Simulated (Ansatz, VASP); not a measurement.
One calculation of Zr2TeSe, two programs

```xyz
4
Lattice="3.6598 0.0000 0.0000 -1.8299 3.1695 0.0000 0.0000 0.0000 7.7319" Properties=species:S:1:pos:R:3 pbc="T T T"
Zr    0.0000    2.1130    5.9544
Zr    1.8299    1.0565    1.7775
Te    0.0000    0.0000    3.8660
Se    0.0000    0.0000    0.0000
```

Alike in both runs: task relaxation of cell and atoms; functional PBE; k mesh 12 × 12 × 6; occupations gaussian, width 0.1 eV; no spin polarisation.

|  | VASP | Ansatz |
| --- | --- | --- |
| version | VASP 6.6.1 | Ansatz 0.2.0 |
| potentials or method | VASP PAW PBE potentials, release 64 (Zr_sv, Te, Se), cutoff 600 eV | scalar-relativistic, plane waves, PAW |
| valence electrons in the cell | 36 | 56 |

|  | VASP | Ansatz | Ansatz less VASP |
| --- | --- | --- | --- |
| gap on the k mesh at the Fermi level, each at its own relaxed structure (eV) | none | none | - |
| relaxed volume (Å³/atom) | 22.44 | 22.41 | -0.026 |
| relaxed length of the cell vector where the two differ most in proportion (Å) | 7.721 | 7.715 | -0.0060 |

A gap of «none» marks a metal or a gap that the smearing closes. VASP's potentials hold 36 valence electrons a cell and Ansatz's 56, so a difference there can come from the potentials and not from the codes.

Spin-orbit coupling is off throughout.
